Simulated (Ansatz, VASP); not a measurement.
# Ag in VASP and in Ansatz

```
Ag
1.0
     0.00000    1.85752    1.85752
     1.85752    0.00000    1.85752
     1.85752    1.85752    0.00000
Ag
1
Direct
  0.00000 0.00000 0.00000
```

Change from the starting cell: volume scaled by 0.8, LAPW.

Alike in both runs: task single point; functional LDA; k mesh 18 × 18 × 18; occupations fermi-dirac, width 0.08 eV; no spin polarisation.

|  | VASP | Ansatz |
| --- | --- | --- |
| version | VASP 6.6.1 | Ansatz 0.2.0 |
| potentials or method | VASP PAW LDA potentials, release 64 (Ag), cutoff 520 eV | all-electron LAPW, scalar-relativistic |

|  | VASP | Ansatz | Ansatz less VASP |
| --- | --- | --- | --- |
| pressure (GPa) | 57.7 | 57.6 | -0.14 |

LDA's correlation is that of Perdew and Zunger in VASP and of Perdew and Wang (1992) in Ansatz. Both programs put the cell under a high pressure, so it lies far from rest at this level. Ansatz ran all-electron here, and VASP with PAW potentials.
